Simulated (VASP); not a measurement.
NiO:

```xyz
2
Lattice="0.0000 2.0859 2.0859 2.0859 0.0000 2.0859 2.0859 2.0859 0.0000" Properties=species:S:1:pos:R:3 pbc="T T T"
Ni    0.0000    0.0000    0.0000
O     2.0859    2.0859    2.0859
```

- Program: VASP 6.6.1
- Task: relaxation of cell and atoms
- Functional: PBE
- Dispersion: D4
- Potentials or basis: VASP PAW PBE potentials, release 64 (Ni_sv_GW, O)
- Cutoff: 700 eV
- k mesh: 11 × 11 × 11
- Occupations: gaussian, width 0.02 eV
- Spin: collinear spin, ferromagnetic start
- Starting moments: [1.94, 0.17] μB
- Hubbard terms: Ni d U = 8.0 eV

At the start: pressure 8.2 GPa; volume 9.08 Å³/atom.

Task: Where does the relaxation end?

Result: Over 8 steps the energy falls by 44.5 meV/atom and the volume is 9.44 Å³/atom (+4.0 %); space group Fm-3m (No. 225, to 0.1 Å) before and after; moment 2.00 μB per cell.

Step by step:
| step | energy change (eV) | largest force (eV/Å) | pressure (GPa) | volume (Å³) |
| --- | --- | --- | --- | --- |
| 1 | 0.0000 | 0.0000 | 8.23 | 18.15 |
| 2 | -0.0781 | 0.0000 | -5.84 | 19.40 |
| 3 | -0.0822 | 0.0000 | -4.66 | 19.28 |
| 4 | -0.0887 | 0.0000 | 2.90 | 18.85 |
| 5 | -0.0880 | 0.0000 | -2.15 | 19.01 |
| 6 | -0.0887 | 0.0000 | -1.30 | 18.94 |
| 7 | -0.0890 | 0.0000 | -0.32 | 18.90 |
| 8 | -0.0890 | 0.0000 | 0.15 | 18.88 |

Final structure:
```yaml
crystal:
  lattice:
    - [0.00000, 2.11351, 2.11351]
    - [2.11351, 0.00000, 2.11351]
    - [2.11351, 2.11351, 0.00000]
  atoms:
    - { symbol: Ni, position: [0.00000, 0.00000, 0.00000] }
    - { symbol: O, position: [0.50000, 0.50000, 0.50000] }
```

Caveat: a cell with one magnetic atom can't hold antiferromagnetic order, which such compounds often take.
